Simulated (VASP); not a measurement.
Wanted: the native input for a VASP 6.6.1 run.

```yaml
Task: relaxation of cell and atoms
Functional: PBE
Potentials_or_basis: VASP PAW PBE potentials, release 64 (Ga_d)
Cutoff: 600 eV
k_mesh: 8 × 8 × 8
Occupations: gaussian, width 0.1 eV
Spin: no spin polarisation
Dipole_correction: no
Further_INCAR_settings: ALGO = Fast; EDIFF = 1e-06; IBRION = 2; EDIFFG = -0.01; NSW = 100; ISIF = 3
```

The structure of Ga lies in POSCAR:

```
Ga
1.0
   -3.5695324252      3.5695324252      3.5695324252
    3.5695324252     -3.5695324252      3.5695324252
    3.5695324252      3.5695324252     -3.5695324252
Ga
8
Direct
    0.2453244087      0.2453244087      0.2453244087
    0.5000000000      0.0000000000      0.2546755913
    0.2546755913      0.5000000000      0.0000000000
    0.0000000000      0.2546755913      0.5000000000
    0.7546755913      0.7546755913      0.7546755913
    0.5000000000      0.0000000000      0.7453244087
    0.7453244087      0.5000000000      0.0000000000
    0.0000000000      0.7453244087      0.5000000000
```

These files were run (other wordings do the same):

INCAR

```
  PREC = Accurate
  ENCUT = 600
  EDIFF = 1E-6
  ISMEAR = 0
  SIGMA = 0.1
  LREAL = F
  LASPH = T
  NELM = 60
  ALGO = Fast
  ISIF = 3
  LWAVE = F
  LCHARG = F
  GGA = PE
  IBRION = 2
  NSW = 100
  EDIFFG = -0.01
```

KPOINTS

```
regular mesh
0
Gamma
  8 8 8
```

Potentials or basis: VASP PAW PBE potentials, release 64 (Ga_d).

Command:

```bash
$ cat potpaw_PBE.64/Ga_d/POTCAR > POTCAR
$ mpirun -np 1 vasp_std > vasp.out
```

It gave:

```json
{"Relaxed volume": "22.51 Å³/atom", "Relaxed cell": "a = 6.162 Å, b = 6.162 Å, c = 6.162 Å, α = 109.47°, β = 109.47°, γ = 109.47°", "Space group after relaxing (to 0.1 Å)": "Ia-3 (No. 206)", "Energy gained by relaxing": "0.4 meV/atom", "Ionic steps": "3", "Pressure after relaxing": "0.0 GPa", "Largest force after relaxing": "0.008 eV/Å", "Band gap on the k mesh": "zero (bands 52 and 53 overlap by 2.32 eV)"}
```

Run time: 28 min on 1 thread of Oxide Virtual Turin-like Processor, with other jobs on the host, peak memory 0.52 GiB.
